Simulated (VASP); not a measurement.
A run of VASP 6.6.1:

INCAR

```
SYSTEM = Rb
PREC = Accurate ; ENCUT = 520
EDIFF = 1E-6 ; ISMEAR = -1
SIGMA = 0.1 ; LREAL = .False.
LASPH = .True. ; NELM = 100
ALGO = Normal ; ISIF = 2
LWAVE = .False. ; LCHARG = .False.
GGA = PS ; NBANDS = 16
```

KPOINTS

```
Automatic mesh
0
Gamma
  6 6 6
  0 0 0
```

POSCAR

```
Rb
1.0
    0.0000000000      4.9348335244      4.9348335244
    4.9348335244      0.0000000000      4.9348335244
    4.9348335244      4.9348335244      0.0000000000
Rb
2
Direct
    0.1250000000      0.1250000000      0.1250000000
    0.8750000000      0.8750000000      0.8750000000
```

Potentials or basis: VASP PAW PBE potentials, release 64 (Rb_sv).

Command:

```bash
$ cat potpaw_PBE.64/Rb_sv/POTCAR > POTCAR
$ mpirun -np 1 vasp_std > vasp.out
```

Hardware: 1 thread of Intel(R) Xeon(R) Platinum 8259CL CPU @ 2.50GHz (Skylake/Cascade Lake), with other jobs on the host.

Q: How long does it take, and how much memory?

A: It took 70 s on 1 thread of Intel(R) Xeon(R) Platinum 8259CL CPU @ 2.50GHz (Skylake/Cascade Lake), on a shared host, peak memory 0.38 GiB. Counts: scf iterations 11, k points 16.
